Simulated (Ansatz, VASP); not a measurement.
Two plane-wave programs on LiF

```
Li F
1.0
     3.14273    0.00000    0.00000
    -1.57137    2.72169    0.00000
     0.00000    0.00000    4.84955
Li F
2 2
Cartesian
  0.0000 1.8145 1.8480
  1.5714 0.9072 4.2728
  0.0000 1.8145 4.8201
  1.5714 0.9072 2.3953
```

Alike in both runs: task single point; functional PBE; k mesh 9 × 9 × 6; occupations gaussian, width 0.05 eV; no spin polarisation.

|  | VASP | Ansatz |
| --- | --- | --- |
| version | VASP 6.6.1 | Ansatz 0.2.0 |
| potentials or method | VASP PAW PBE potentials, release 64 (Li_sv, F), cutoff 520 eV | scalar-relativistic, plane waves, PAW |
| valence electrons in the cell | 20 | 20 |

Ansatz gave:

```
gap on the k mesh at the Fermi level (eV) : 7.58
least direct gap on the mesh (eV)         : 7.58
rms of the force components (eV/Å)        : 0.029
```

Question: Which values does VASP return?

Answer: gap on the k mesh at the Fermi level (eV): 7.57; least direct gap on the mesh (eV): 7.57; rms of the force components (eV/Å): 0.031.

Atom by atom the forces differ by 0.001 eV/Å (rms over components).

Noted on VASP's run: the cutoff is short for stress, so the pressure is rough.
